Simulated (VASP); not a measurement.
# MnS (F-43m) in VASP: notebook

MnS is run at these levels: PBEsol, PBE, r2SCAN50; tasks: single point.

Program: VASP 6.6.1. These are calculated values, not measurements. Logs are shortened: lines on timing, memory, paths and dates and some standing lists are left out, and cuts for length are marked.

**1. The cell of the first run**

It takes space group F-43m (No. 216, cubic). The conventional cell has a = 4.947 Å, b = 4.947 Å, c = 4.947 Å, α = 90.00°, β = 90.00°, γ = 90.00°. Within 2.8 Å of Mn (site symmetry -43m) lie 4 S at 2.14 Å. S (site symmetry -43m) has 4 Mn at 2.14 Å within 2.8 Å.

**2. Single point, PBEsol, collinear spin, ferromagnetic start**

File INCAR:

```
PREC     = Accurate       # precision mode
ENCUT    = 680            # plane-wave cutoff, eV
EDIFF    = 1E-6           # SCF threshold, eV
ISMEAR   = -1             # smearing method
SIGMA    = 0.05           # smearing width, eV
LREAL    = False          # projectors in reciprocal space
LASPH    = True           # aspherical terms in the spheres
NELM     = 200            # most SCF steps
ALGO     = Normal         # electronic algorithm
ISIF     = 2              # what is computed and relaxed
LWAVE    = False          # write WAVECAR
LCHARG   = False          # write CHGCAR
ISPIN    = 2              # spin polarisation
MAGMOM   = 4 0            # initial moments
LORBIT   = 11             # projections on sites
NUPDOWN  = 4.0            # fixed moment
LMAXMIX  = 4              # l up to which the mixer works
GGA      = PS             # functional
NBANDS   = 22             # bands
GGA_COMPAT= False
```

File KPOINTS:

```
Automatic mesh
0
Gamma
  8 8 8
```

File POSCAR:

```
MnS
1.0
    0.0000000000      2.4734634191      2.4734634191
    2.4734634191      0.0000000000      2.4734634191
    2.4734634191      2.4734634191      0.0000000000
Mn S
1 1
Direct
    0.0000000000      0.0000000000      0.0000000000
    0.7500000000      0.7500000000      0.7500000000
```

Potentials or basis: VASP PAW PBE potentials, release 64 (Mn_sv, S).

Started as:

```console
$ cat potpaw_PBE.64/Mn_sv/POTCAR potpaw_PBE.64/S/POTCAR > POTCAR
$ mpirun -np 1 vasp_std > vasp.out
```

OUTCAR:

```text
PREC = Accurate
   ENCUT = 680
   EDIFF = 1E-6
   ISMEAR = -1
   LREAL = False
   LASPH = True
   NELM = 200
   ISIF = 2
   ISPIN = 2
   LORBIT = 11
   NUPDOWN = 4.0
   GGA = PS

 ion  position               nearest neighbor table
   1  0.000  0.000  0.000-   2 2.14   2 2.14   2 2.14   2 2.14
   2  0.750  0.750  0.750-   1 2.14   1 2.14   1 2.14   1 2.14

  LATTYP: Found a face centered cubic cell.
 ALAT       =     4.9469268382

  Lattice vectors:

 A1 = (   0.0000000000,   2.4734634191,   2.4734634191)
 A2 = (   2.4734634191,   0.0000000000,   2.4734634191)
 A3 = (   2.4734634191,   2.4734634191,   0.0000000000)

Analysis of symmetry for initial positions (statically):
=====================================================================
 Subroutine PRICEL returns:
 Original cell was already a primitive cell.

 Routine SETGRP: Setting up the symmetry group for a
 face centered cubic supercell.

 Subroutine GETGRP returns: Found 24 space group operations
 (whereof 24 operations were pure point group operations)
 out of a pool of 48 trial point group operations.

The static configuration has the point symmetry T_d .

Analysis of symmetry for dynamics (positions and initial velocities):
=====================================================================
 Subroutine PRICEL returns:
 Original cell was already a primitive cell.

 Routine SETGRP: Setting up the symmetry group for a
 face centered cubic supercell.

 Subroutine GETGRP returns: Found 24 space group operations
 (whereof 24 operations were pure point group operations)
 out of a pool of 48 trial point group operations.

The dynamic configuration has the point symmetry T_d .

Analysis of structural, dynamic, and magnetic symmetry:
=====================================================================
 Subroutine PRICEL returns:
 Original cell was already a primitive cell.

 Routine SETGRP: Setting up the symmetry group for a
 face centered cubic supercell.

 Subroutine GETGRP returns: Found 24 space group operations
 (whereof 24 operations were pure point group operations)
 out of a pool of 48 trial point group operations.

The overall configuration has the point symmetry T_d .

 Subroutine INISYM returns: Found 24 space group operations
 (whereof 24 operations are pure point group operations),
 and found     1 'primitive' translations

----------------------------------------------------------------------------------------

                                     Primitive cell

  volume of cell :      30.2654

  direct lattice vectors                    reciprocal lattice vectors
     0.000000000  2.473463419  2.473463419    -0.202145702  0.202145702  0.202145702
     2.473463419  0.000000000  2.473463419     0.202145702 -0.202145702  0.202145702
     2.473463419  2.473463419  0.000000000     0.202145702  0.202145702 -0.202145702

  length of vectors
     3.498005513  3.498005513  3.498005513     0.350126627  0.350126627  0.350126627

  position of ions in fractional coordinates (direct lattice)
     0.000000000  0.000000000  0.000000000
     0.750000000  0.750000000  0.750000000

  ion indices of the primitive-cell ions
   primitive index   ion index
                 1           1
                 2           2

----------------------------------------------------------------------------------------

 KPOINTS: Automatic mesh

Automatic generation of k-mesh.
 Grid dimensions read from file:
 generate k-points for:    8    8    8

 Generating k-lattice:

  Cartesian coordinates                     Fractional coordinates (reciprocal lattice)
    -0.025268213  0.025268213  0.025268213     0.125000000  0.000000000  0.000000000
     0.025268213 -0.025268213  0.025268213     0.000000000  0.125000000  0.000000000
     0.025268213  0.025268213 -0.025268213     0.000000000  0.000000000  0.125000000

  Length of vectors
     0.043765828  0.043765828  0.043765828

  Shift w.r.t. Gamma in fractional coordinates (k-lattice)
     0.000000000  0.000000000  0.000000000

 Subroutine IBZKPT returns following result:
 ===========================================

 Found     29 irreducible k-points:

 Following reciprocal coordinates:
            Coordinates               Weight
  0.000000  0.000000  0.000000      1.000000
  0.125000  0.000000  0.000000      8.000000
  0.250000  0.000000  0.000000      8.000000
  0.375000  0.000000  0.000000      8.000000
  0.500000  0.000000  0.000000      4.000000
  0.125000  0.125000  0.000000      6.000000
[... 16 lines left out ...]
  0.500000  0.250000  0.125000     48.000000
 -0.375000  0.250000  0.125000     24.000000
 [... further k-points ...]
   k-points           NKPTS =     29   k-points in BZ     NKDIM =     29   number of bands    NBANDS=     22
   number of dos      NEDOS =    301   number of ions     NIONS =      2
   total plane-waves  NPLWV =  27000
   dimension x,y,z NGX =    30 NGY =   30 NGZ =   30
   dimension x,y,z NGXF=    60 NGYF=   60 NGZF=   60
[... 25 lines left out ...]
   NUPDOWN=       4.0000    fix difference up-down
   EMIN   =  10.00;   EMAX   =-10.00  energy-range for DOS
   EFERMI =   0.00;   METHOD = LEGACY
   ISMEAR =    -1;   SIGMA  =   0.05  broadening in eV -4-tet -1-fermi 0-gaus
   EFERMI_NEDOS =   21; number of points for ismear=-14 and -15
   IALGO  =     38    algorithm
   IMIX   =      4    mixing-type and parameters
     AMIX     =   0.40;   BMIX     =  1.00
     AMIX_MAG =   1.60;   BMIX_MAG =  1.00
  volume/ion in A,a.u.               =      15.13       102.12
  Fermi-wavevector in a.u.,A,eV,Ry     =   1.449325  2.738827 28.579620  2.100543
  Thomas-Fermi vector in A             =   2.567065
   LORBIT       =     11    0 simple, 1 ext, 2 COOP (PROOUT), +10 PAW based schemes
   GGA     = PS    functional components
   LHFCALC =     F    Hartree Fock is set to
   AEXX    =    0.0000 exact exchange contribution
   IVDW    =     0    specifies the selected vdW correction
   LEPSILON=     F    determine dielectric tensor
   LRPA    =     F    only Hartree local field effects (RPA)
 spin polarized calculation
  energy-cutoff  :      680.00
  volume of cell :       30.27
 maximum number of plane-waves:      1243
 NGX is ok and might be reduce to    30
   NGX = 15   NGY = 15   NGZ = 15

 number of electron      20.9999989 magnetization       3.9999998

 Free energy of the ion-electron system (eV)
  ---------------------------------------------------
  ext. energy  EPLUGINS =         0.00000000
  ---------------------------------------------------
  free energy    TOTEN  =       -14.21276714 eV

  energy without entropy =      -14.20320369  energy(sigma->0) =      -14.20798541

 E-fermi :   8.6313     XC(G=0): -11.4227

 val. band max:        9.5887537849   @ k =   0.5000   0.0000   0.0000
 cond. band min:       8.6456523281   @ k =  -0.3750   0.2500   0.1250
 fundamental gap:     -0.9431014568
 Fermi energy:         9.6861147819

 spin component 1

 k-point     1 :       0.0000    0.0000    0.0000
  band No.  band energies     occupation
      1     -71.9332      1.00000
      2     -40.8372      1.00000
      3     -40.8372      1.00000
      4     -40.8372      1.00000
      5      -6.6997      1.00000
      6       3.2274      1.00000
[... 14 lines left out ...]
     21      24.2401      0.00000
     22      24.2401      0.00000
[... 552 lines left out ...]
  band No.  band energies     occupation
      1     -71.9313      1.00000
      2     -40.8577      1.00000
      3     -40.8466      1.00000
      4     -40.8426      1.00000
      5      -5.1336      1.00000
      6       2.1307      1.00000
[... 14 lines left out ...]
     21      26.8639      0.00000
     22      28.9601      0.00000

 [... further k-points ...]

 spin component 2

 k-point     1 :       0.0000    0.0000    0.0000
  band No.  band energies     occupation
      1     -68.2091      1.00000
      2     -37.1866      1.00000
      3     -37.1866      1.00000
      4     -37.1866      1.00000
      5      -6.2735      1.00000
      6       4.5970      1.00000
[... 14 lines left out ...]
     21      25.0790      0.00000
     22      25.0790      0.00000
[... 552 lines left out ...]
  band No.  band energies     occupation
      1     -68.2068      1.00000
      2     -37.2132      1.00000
      3     -37.1986      1.00000
      4     -37.1935      1.00000
      5      -4.7425      1.00000
      6       2.7849      1.00000
[... 14 lines left out ...]
     21      27.8306      0.00000
     22      29.9364      0.00000

 [... further k-points ...]

------------------------ aborting loop because EDIFF is reached ----------------------------------------

  FORCE on cell =-STRESS in cart. coord.  units (eV):
  Direction    XX          YY          ZZ          XY          YZ          ZX
  --------------------------------------------------------------------------------------
  -------------------------------------------------------------------------------------
  Total        6.0568250      6.0568250      6.0568250      0.0000000      0.0000000      0.0000000
  in kB      320.6336780    320.6336780    320.6336780      0.0000000      0.0000000      0.0000000
  external PRESSURE =     320.6336780 kB  Pullay stress =       0.0000000 kB

 VOLUME and BASIS-vectors are now :
 -----------------------------------------------------------------------------
  energy-cutoff  :      680.00
  volume of cell :       30.27
      direct lattice vectors                 reciprocal lattice vectors
     0.000000000  2.473463419  2.473463419    -0.202145702  0.202145702  0.202145702
     2.473463419  0.000000000  2.473463419     0.202145702 -0.202145702  0.202145702
     2.473463419  2.473463419  0.000000000     0.202145702  0.202145702 -0.202145702

 POSITION                                       TOTAL-FORCE (eV/Angst)
 -----------------------------------------------------------------------------------
      0.00000      0.00000      0.00000         0.000000      0.000000      0.000000
      3.71020      3.71020      3.71020        -0.000000     -0.000000     -0.000000
 -----------------------------------------------------------------------------------
    total drift:                                0.000000      0.000000      0.000000

  FREE ENERGIE OF THE ION-ELECTRON SYSTEM (eV)
  ---------------------------------------------------
  free  energy   TOTEN  =       -14.2127671358 eV

  energy  without entropy=      -14.2032036872  energy(sigma->0) =      -14.20798541

 total charge

# of ion       s       p       d       tot
------------------------------------------
    1        2.214   6.085   4.744  13.044
    2        1.323   2.530   0.000   3.852
--------------------------------------------------
tot          3.537   8.615   4.744  16.896

 magnetization (x)

# of ion       s       p       d       tot
------------------------------------------
    1        0.039   0.041   3.254   3.334
    2        0.007   0.057   0.000   0.064
--------------------------------------------------
tot          0.046   0.098   3.254   3.398
```

Run time: 38 s. Hardware: 1 thread of AMD EPYC 9R45 (Zen 5), shared host; peak memory 0.18 GiB.

What came out:

| Property | Result |
| --- | --- |
| Free energy | -14.2128 eV |
| Pressure | 32.1 GPa |
| Net moment | 4.00 μB per cell |
| Site moments | Mn +3.33; S +0.06 μB |
| Valence electrons inside the program's atomic spheres | Mn 13.04; S 3.85 |

Caveat: the cell stands under pressure; the PAW data sets were made with another functional, which shifts forces and pressure a little; the total moment is fixed, so each spin has its own Fermi level and the state may be an excited one; a cell with one magnetic atom can't hold antiferromagnetic order, which such compounds often take.

**3. Single point, PBE, collinear spin, ferromagnetic start**

Changes to INCAR since step 2:

```diff
@@ -13,7 +13,7 @@
 ISPIN    = 2              # spin polarisation
-MAGMOM   = 4 0            # initial moments
+MAGMOM   = 1 0            # initial moments
 LORBIT   = 11             # projections on sites
-NUPDOWN  = 4.0            # fixed moment
+NUPDOWN  = 1.0            # fixed moment
 LMAXMIX  = 4              # l up to which the mixer works
-GGA      = PS             # functional
+GGA      = PE             # functional
 NBANDS   = 22             # bands
```

KPOINTS is that of step 2.

POSCAR is that of step 2.

Potentials or basis: VASP PAW PBE potentials, release 64 (Mn_sv, S).

Started as:

```console
$ cat potpaw_PBE.64/Mn_sv/POTCAR potpaw_PBE.64/S/POTCAR > POTCAR
$ mpirun -np 1 vasp_std > vasp.out
```

It took 28 s on 1 thread of Intel Xeon 6975P-C (Granite Rapids), shared host; peak memory 0.2 GiB.

It converged, with:

```yaml
Free_energy: -13.7062 eV
Pressure: 5.1 GPa
Net_moment: 1.00 μB per cell
Site_moments: Mn +0.93; S -0.04 μB
Valence_electrons_inside_the_program's_atomic_spheres: Mn 13.12; S 3.76
```

Caveat: the cell stands under pressure; the total moment is fixed, so each spin has its own Fermi level and the state may be an excited one; a cell with one magnetic atom can't hold antiferromagnetic order, which such compounds often take.

**4. Single point, PBE, collinear spin, ferromagnetic start**

File INCAR:

```
SYSTEM = MnS
ALGO = Normal ; EDIFF = 1E-6
ENCUT = 680 ; GGA = PE
GGA_COMPAT = .FALSE. ; ISIF = 2
ISMEAR = 0 ; ISPIN = 2
LASPH = .TRUE. ; LCHARG = .FALSE.
LMAXMIX = 4 ; LORBIT = 11
LREAL = .FALSE. ; LWAVE = .FALSE.
MAGMOM = 4 0 ; NBANDS = 22
NELM = 200 ; PREC = Accurate
SIGMA = 0.014
```

File KPOINTS:

```
k-points
0
G
  9 9 9
  0 0 0
```

POSCAR is that of step 3.

Started as:

```console
$ cat potpaw_PBE.64/Mn_sv/POTCAR potpaw_PBE.64/S/POTCAR > POTCAR
$ mpirun -np 1 vasp_std > vasp.out
```

Wall time 16 min (1 thread of Intel Xeon Platinum 8375C at 2.90GHz (Ice Lake), shared host); peak memory 0.22 GiB.

It converged, with:

```yaml
Free_energy: -13.7183 eV
Pressure: 2.1 GPa
Band_gap_on_the_k_mesh: zero (filled and empty bands overlap)
Net_moment: 1.03 μB per cell
Site_moments: Mn +0.79; S -0.04 μB
Valence_electrons_inside_the_program's_atomic_spheres: Mn 13.13; S 3.75
```

Levels at points of the mesh, in eV from the Fermi level:
Spin up:
| k point | band 9 | band 10 | band 11 | band 12 | band 13 | band 14 |
| --- | --- | --- | --- | --- | --- | --- |
| (0.00, 0.00, 0.00) | -1.43 | -1.43 | 3.23 | 3.23 | 3.23 | 3.52 |
Spin down:
| k point | band 8 | band 9 | band 10 | band 11 | band 12 | band 13 |
| --- | --- | --- | --- | --- | --- | --- |
| (0.00, 0.00, 0.00) | -4.77 | -0.52 | -0.52 | 3.65 | 3.78 | 3.78 |

Caveat: a cell with one magnetic atom can't hold antiferromagnetic order, which such compounds often take; semilocal functionals often make such compounds metallic where correlation or magnetic order opens a gap, which also shifts bond lengths. With open d or f shells a metallic result of PBE can be an artefact of self-interaction; +U or a hybrid may open a gap.

**5. Single point, r2SCAN50, collinear spin, ferromagnetic start**

POSCAR is that of step 4.

File INCAR.step1:

```
SYSTEM = MnS
ALGO     = Normal         ! electronic algorithm
EDIFF    = 1E-5           ! SCF threshold, eV
ENCUT    = 520            ! plane-wave cutoff, eV
GGA      = PE             ! functional
ISIF     = 2              ! what is computed and relaxed
ISMEAR   = -1             ! smearing method
ISPIN    = 2              ! spin polarisation
LASPH    = .True.         ! aspherical terms in the spheres
LCHARG   = .False.        ! write CHGCAR
LMAXMIX  = 4              ! l up to which the mixer works
LORBIT   = 11             ! projections on sites
LREAL    = .False.        ! projectors in reciprocal space
LWAVE    = .True.         ! write WAVECAR
MAGMOM   = 4 0            ! initial moments
NBANDS   = 20             ! bands
NELM     = 150            ! most SCF steps
PREC     = Accurate       ! precision mode
SIGMA    = 0.05           ! smearing width, eV
```

File INCAR.step2:

```
SYSTEM = MnS
AEXX     = 0.5            ! exact-exchange fraction
ALGO     = Normal         ! electronic algorithm
EDIFF    = 1E-7           ! SCF threshold, eV
ENCUT    = 520            ! plane-wave cutoff, eV
ISIF     = 2              ! what is computed and relaxed
ISMEAR   = -1             ! smearing method
ISPIN    = 2              ! spin polarisation
ISTART   = 1            
LASPH    = .True.         ! aspherical terms in the spheres
LCHARG   = .False.        ! write CHGCAR
LHFCALC  = .True.         ! exact exchange
LMAXMIX  = 4              ! l up to which the mixer works
LMIXTAU  = .True.       
LORBIT   = 11             ! projections on sites
LREAL    = .False.        ! projectors in reciprocal space
LWAVE    = .False.        ! write WAVECAR
MAGMOM   = 4 0            ! initial moments
METAGGA  = R2SCAN         ! meta-GGA
NBANDS   = 20             ! bands
NELM     = 150            ! most SCF steps
PREC     = Accurate       ! precision mode
PRECFOCK = Normal       
SIGMA    = 0.05           ! smearing width, eV
```

File KPOINTS:

```
k-points
0
Gamma
  5 5 5
  0 0 0
```

Potentials or basis: VASP PAW PBE potentials, release 64 (Mn_pv, S).

Started as:

```console
$ cat potpaw_PBE.64/Mn_pv/POTCAR potpaw_PBE.64/S/POTCAR > POTCAR
$ cp INCAR.step1 INCAR
$ mpirun -np 1 vasp_std > vasp.out
$ cp INCAR.step2 INCAR
$ mpirun -np 1 vasp_std > vasp.out
```

Run time: 54 min. Hardware: 1 thread of Intel Xeon 8259CL, shared host; peak memory 0.19 GiB.

The run converged. Its results:

```yaml
Free_energy: -30.4520 eV
Pressure: 9.0 GPa
Net_moment: 0.06 μB per cell
Site_moments: Mn +0.04; S -0.01 μB
Valence_electrons_inside_the_program's_atomic_spheres: Mn 12.01; S 3.87
```

Levels at points of the mesh, in eV from the Fermi level:
Spin up:
```csv
k point,band 5,band 6,band 7,band 8,band 9,band 10,band 11,band 12,band 13,band 14
"(0.00, 0.00, 0.00)",-6.76,-6.76,-6.76,-5.34,-5.34,5.88,7.36,7.36,7.36,10.67
```
Spin down:
```csv
k point,band 6,band 7,band 8,band 9,band 10,band 11,band 12,band 13
"(0.00, 0.00, 0.00)",-6.72,-6.72,-5.30,-5.30,5.95,7.42,7.42,7.42
```

Caveat: the k points lie up to 0.44 Å⁻¹ apart; the moments typed at the start vanished in this run; the PAW data sets were made with another functional, which shifts forces and pressure a little.

**6. Summary**

| level | fixed moment (μB) | k mesh | smearing | pressure (GPa) | moment (μB) |
| --- | --- | --- | --- | --- | --- |
| PBEsol | 4.0 | 8 × 8 × 8 | fermi-dirac 0.05 eV | 32.1 | 4.00 |
| PBE | 1.0 | 8 × 8 × 8 | fermi-dirac 0.05 eV | 5.1 | 1.00 |
| PBE | - | 9 × 9 × 9 | gaussian 0.014 eV | 2.1 | 1.03 |

Alike in all rows: task single point; potentials or basis VASP PAW PBE potentials, release 64 (Mn_sv, S); spin collinear, ferromagnetic start; cell as given; cutoff (eV) 680.

The pressure there spans 2.1 GPa (PBE) to 32.1 GPa (PBEsol); a positive pressure means that this level wants a larger cell, a negative one a smaller.

Caveats: a cell with one magnetic atom can't hold antiferromagnetic order, which such compounds often take; the cell stands under pressure (at least some runs); the total moment is fixed, so each spin has its own Fermi level and the state may be an excited one (at least some runs); the PAW data sets were made with another functional, which shifts forces and pressure a little (at least some runs); semilocal functionals often make such compounds metallic where correlation or magnetic order opens a gap, which also shifts bond lengths (at least some runs).

Total energies depend on the potentials used, so only differences within one code and one set of settings carry meaning.

The gap in the log of VASP goes by the Fermi energy; the results here count the filled bands.